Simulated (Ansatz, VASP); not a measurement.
Two plane-wave programs on CsI

```xyz
2
Lattice="4.6655 0.0000 0.0000 0.0000 4.6655 0.0000 0.0000 0.0000 4.6655" Properties=species:S:1:pos:R:3 pbc="T T T"
Cs    0.0000    0.0000    0.0000
I     2.3327    2.3327    2.3327
```

Alike in both runs: task single point; functional PBE; k mesh 8 × 8 × 8; occupations gaussian, width 0.05 eV; no spin polarisation.

```csv
,VASP,Ansatz
version,VASP 6.6.1,Ansatz 0.2.0
potentials or method,"VASP PAW PBE potentials, release 64 (Cs_sv, I), cutoff 500 eV","scalar-relativistic, plane waves, PAW"
valence electrons in the cell,16,26
```

```tsv
	VASP	Ansatz	Ansatz less VASP
gap on the k mesh at the Fermi level (eV)	3.68	3.69	+0.011
least direct gap on the mesh (eV)	3.77	3.78	+0.009
pressure (GPa)	0.0	0.0	-0.03
```

VASP's potentials hold 16 valence electrons a cell and Ansatz's 26, so a difference there can come from the potentials and not from the codes.

Neither program's run includes spin-orbit coupling.
